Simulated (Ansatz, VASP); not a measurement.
**Si2Mo: VASP beside Ansatz**

```
Si Mo
1.0
    -1.59512    1.59512    3.91091
     1.59512   -1.59512    3.91091
     1.59512    1.59512   -3.91091
Si Mo
2 1
Direct
  0.33506 0.28678 0.95173
  0.66494 0.61667 0.95173
  0.00000 0.02826 0.02826
```

Change from the starting cell: mode 4 frozen in at -0.154 Å and mode 7 at +0.000 Å (largest displacements).

Alike in both runs: task single point; functional PBEsol; k mesh 18 × 18 × 18; occupations gaussian, width 0.15 eV; no spin polarisation.

|  | VASP | Ansatz |
| --- | --- | --- |
| version | VASP 6.6.1 | Ansatz 0.2.0 |
| potentials or method | VASP PAW PBE potentials, release 64 (Si, Mo_sv), cutoff 520 eV | scalar-relativistic, plane waves, PAW |
| valence electrons in the cell | 22 | 22 |

VASP gave:

- gap on the k mesh at the Fermi level (eV): none
- pressure (GPa): 4.6
- traceless stress, the component that is largest in VASP (GPa): 2.32
- rms of the force components (eV/Å): 1.032

Question: Which values does Ansatz return?

Answer: gap on the k mesh at the Fermi level (eV): none; pressure (GPa): 4.3; traceless stress, the component that is largest in VASP (GPa): 2.30; rms of the force components (eV/Å): 1.023.

VASP's potentials were made for PBE, not for PBEsol, and Ansatz warns of the same on its side. Atom by atom the forces differ by 0.010 eV/Å (rms over components). A gap of «none» marks a metal or a gap that the smearing closes. With one functional, cell and mesh, what is left measures potentials, basis and numerics.
